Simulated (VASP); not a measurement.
Set up this calculation in VASP 6.6.1, as the native input.

| Property | Result |
| --- | --- |
| Task | single point |
| Functional | PBEsol |
| Potentials or basis | VASP PAW PBE potentials, release 64 (W_sv, S) |
| Cutoff | 500 eV |
| k mesh | 12 × 12 × 2 |
| Occupations | gaussian, width 0.02 eV |
| Spin | no spin polarisation |
| Dipole correction | no |
| Further INCAR settings | ALGO = Normal; EDIFF = 1e-06; NBANDS = 35 |

The structure of WS2 lies in POSCAR:

```
WS2
1.0
    3.2719270355     -0.0009363266      0.0000000000
   -1.6367354157      2.7003576973      0.0000000000
    0.0000000000      0.0000000000     12.6197189422
W S
2 4
Direct
    0.3340677933      0.6681760728      0.2500000000
    0.6659322067      0.3318239272      0.7500000000
    0.3295123068      0.6588983563      0.6272090290
    0.6704876932      0.3411016437      0.1272090290
    0.3295123068      0.6588983563      0.8727909710
    0.6704876932      0.3411016437      0.3727909710
```

This cell differs from its parent crystal: uniaxial strain along a: +4.0 %, then relaxed in part.

These files were run (other wordings do the same):

INCAR

```
SYSTEM = WS2
  PREC = Accurate
  ENCUT = 500
  EDIFF = 1E-6
  ISMEAR = 0
  SIGMA = 0.02
  LREAL = .False.
  LASPH = .True.
  NELM = 120
  ALGO = Normal
  ISIF = 2
  LWAVE = .False.
  LCHARG = .False.
  GGA = PS
  NBANDS = 35
  GGA_COMPAT = .False.
```

KPOINTS

```
Automatic mesh
0
Gamma
  12 12 2
  0 0 0
```

Potentials or basis: VASP PAW PBE potentials, release 64 (W_sv, S).

Run with:

```bash
$ cat potpaw_PBE.64/W_sv/POTCAR potpaw_PBE.64/S/POTCAR > POTCAR
$ mpirun -np 1 vasp_std > vasp.out
```

It gave:

```
Pressure               : -2.5 GPa
Largest force          : 0.020 eV/Å
Band gap on the k mesh : 1.06 eV (least direct gap 1.65 eV)
```

Caveat: the cell differs from its parent crystal (uniaxial strain along a: +4.0 %, then relaxed in part); the PAW data sets were made with another functional, which shifts forces and pressure a little; spin-orbit coupling is left out, which moves the levels of the heavy elements; this functional lacks dispersion, which binds the layers, so the pressure and a relaxed spacing across them are unreliable.

Wall time 6 min on 1 thread of Intel(R) Xeon(R) Platinum 8259CL CPU @ 2.50GHz (Skylake/Cascade Lake), with other jobs on the host, peak memory 0.52 GiB.
